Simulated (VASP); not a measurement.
A run of VASP 6.6.1 is set up as follows.

INCAR

```
SYSTEM = CaNdAu3
  PREC = Accurate
  ENCUT = 500
  EDIFF = 1E-6
  ISMEAR = 0
  SIGMA = 0.1
  LREAL = .False.
  LASPH = .True.
  NELM = 200
  ALGO = Normal
  ISIF = 2
  LWAVE = .False.
  LCHARG = .True.
  GGA = PE
  LELF = .True.
  LVHAR = .True.
  NBANDS = 65
  GGA_COMPAT = .False.
  LMAXMIX = 6
```

Contents of KPOINTS:

```
Automatic mesh
0
Gamma
  6 6 4
  0 0 0
```

POSCAR

```
CaNdAu3
1.0
    4.9086644019      0.0000000000      0.0000000000
   -2.4543322010      4.2510280707      0.0000000000
    0.0000000000      0.0000000000     12.0788962109
Ca Nd Au
2 2 6
Direct
    0.6666666667      0.3333333333      0.2500000000
    0.3333333333      0.6666666667      0.7500000000
    0.0000000000      0.0000000000      0.5000000000
    0.0000000000      0.0000000000      0.0000000000
    0.6666666667      0.3333333333      0.6226627245
    0.3333333333      0.6666666667      0.3773372755
    0.3333333333      0.6666666667      0.1226627245
    0.6666666667      0.3333333333      0.8773372755
    0.0000000000      0.0000000000      0.2500000000
    0.0000000000      0.0000000000      0.7500000000
```

Potentials or basis: VASP PAW PBE potentials, release 64 (Ca_sv, Nd_3, Au), 4f in core.

Command:

```console
$ cat potpaw_PBE.64/Ca_sv/POTCAR potpaw_PBE.64/Nd_3/POTCAR potpaw_PBE.64/Au/POTCAR > POTCAR
$ mpirun -np 1 vasp_std > vasp.out
```

Q: Estimate the band gap on the k mesh.

A: Zero (bands 54 and 55 overlap by 1.48 eV).

Q: Predict the largest force.

A: 0.004 eV/Å.

Q: Predict the pressure.

A: 0.1 GPa.

Stress tensor (GPa, compression positive):
```
0.08 0.00 0.00
0.00 0.08 0.00
0.00 0.00 0.16
```

Caveat: spin-orbit coupling is left out, which moves the levels of the heavy elements; the 4f electrons are frozen in the core, so they carry no moment and show no levels. Spin polarisation is off, so any magnetic state and its effect on volume and gap are missing.
